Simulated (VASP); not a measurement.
Write the native input for VASP 6.6.1 that does the following.

```
Task                   : single point
Functional             : PBE
Potentials or basis    : VASP PAW PBE potentials, release 64 (Cu_sv_GW)
Cutoff                 : 820 eV
k mesh                 : 24 × 24 × 12
Occupations            : gaussian, width 0.1 eV
Spin                   : no spin polarisation
Dipole correction      : no
Further INCAR settings : ALGO = Normal; EDIFF = 1e-06; NBANDS = 26
```

The structure of Cu lies in POSCAR:

```
Cu
1.0
    2.5680103729      0.0000000000      0.0000000000
   -1.2840051864      2.2239622201      0.0000000000
    0.0000000000      0.0000000000      4.0257870312
Cu
2
Direct
    0.3333333333      0.6666666667      0.2500000000
    0.6666666667      0.3333333333      0.7500000000
```

This isn't the form of Cu at room conditions, which is fcc.

This cell differs from its parent crystal: strain along c alone, the other axes held: -4.0 %.

The input as run:

INCAR

```
PREC = Accurate ; ENCUT = 820
EDIFF = 1E-6 ; ISMEAR = 0
SIGMA = 0.1 ; LREAL = False
LASPH = True ; NELM = 120
ALGO = Normal ; ISIF = 2
LWAVE = False ; LCHARG = False
GGA = PE ; NBANDS = 26
GGA_COMPAT = False
```

KPOINTS

```
regular mesh
0
Gamma
  24 24 12
```

Potentials or basis: VASP PAW PBE potentials, release 64 (Cu_sv_GW).

Launch:

```bash
$ cat potpaw_PBE.64/Cu_sv_GW/POTCAR > POTCAR
$ mpirun -np 1 vasp_std > vasp.out
```

Results of the run:

```yaml
Pressure: 4.7 GPa
Band_gap_on_the_k_mesh: zero (bands 19 and 20 overlap by 5.83 eV)
```

Caveat: the cell differs from its parent crystal (strain along c alone, the other axes held: -4.0 %); the stress differs along the axes, from 2 to 10 GPa.

Wall time 5.3 min on 1 thread of AMD EPYC 7R13 Processor (Zen 3), with other jobs on the host, peak memory 0.53 GiB.
